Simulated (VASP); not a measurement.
Input of a VASP 6.6.1 run:

The input INCAR:

```
SYSTEM = GaSb
PREC = Accurate
ENCUT = 520
EDIFF = 1E-7
ISMEAR = 0
SIGMA = 0.15
LREAL = .FALSE.
LASPH = .TRUE.
NELM = 60
ALGO = Normal
ISIF = 2
LWAVE = .FALSE.
LCHARG = .TRUE.
GGA = PE
LELF = .TRUE.
LVHAR = .TRUE.
NBANDS = 16
```

KPOINTS

```
Automatic mesh
0
G
  14 14 14
  0 0 0
```

File POSCAR:

```
GaSb
1.0
    0.0000000000      3.2848304764      3.1981603314
    3.1981603314      0.0000000000      3.1981603314
    3.1981603314      3.2848304764      0.0000000000
Ga Sb
1 1
Direct
    0.0000000000      0.0000000000      0.0000000000
    0.7500000000      0.7500000000      0.7500000000
```

Potentials or basis: VASP PAW PBE potentials, release 64 (Ga_d, Sb).

The run is started by

```sh
$ cat potpaw_PBE.64/Ga_d/POTCAR potpaw_PBE.64/Sb/POTCAR > POTCAR
$ mpirun -np 1 vasp_std > vasp.out
```

(1) Predict the band gap on the k mesh.

(2) Predict the pressure.

Answers

(1) zero (filled and empty bands touch).

(2) -3.8 GPa.

Caveat: the cell stands under tension; semilocal functionals underestimate gaps, so a narrow gap can read as zero; spin-orbit coupling is left out, which moves the levels of the heavy elements.
